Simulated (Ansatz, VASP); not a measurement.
**Two plane-wave programs on BeZn2Se3**

```
CELL_PARAMETERS angstrom
7.68504 0.00000 0.00000
-3.84252 6.65544 0.00000
0.00000 0.00000 2.89710
ATOMIC_POSITIONS crystal
Be 0.00000 0.00000 0.00000
Zn 0.33333 0.66667 0.00000
Zn 0.66667 0.33333 0.00000
Se 0.50000 0.00000 0.50000
Se 0.50000 0.50000 0.50000
Se 0.00000 0.50000 0.50000
```

Change from the starting cell: species swapped into the GdCo3B2 type (P6/mmm, No. 191).

Alike in both runs: functional PBE; k mesh 6 × 6 × 10; occupations gaussian, width 0.1 eV; no spin polarisation.

Ansatz relaxed the structure, and its values are those at the end. VASP's run is a single point on that final structure, the one shown.

```csv
,VASP,Ansatz
version,VASP 6.6.1,Ansatz 0.2.0
potentials or method,"VASP PAW PBE potentials, release 64 (Be, Zn, Se), cutoff 520 eV","scalar-relativistic, plane waves, PAW"
valence electrons in the cell,44,74
```

|  | VASP | Ansatz | Ansatz less VASP |
| --- | --- | --- | --- |
| gap on the k mesh at the Fermi level (eV) | none | none | - |
| pressure (GPa) | 0.1 | 0.0 | -0.13 |

A gap of «none» marks a metal or a gap that the smearing closes. With one functional, cell and mesh, what is left measures potentials, basis and numerics. VASP's potentials hold 44 valence electrons a cell and Ansatz's 74, so a difference there can come from the potentials and not from the codes.
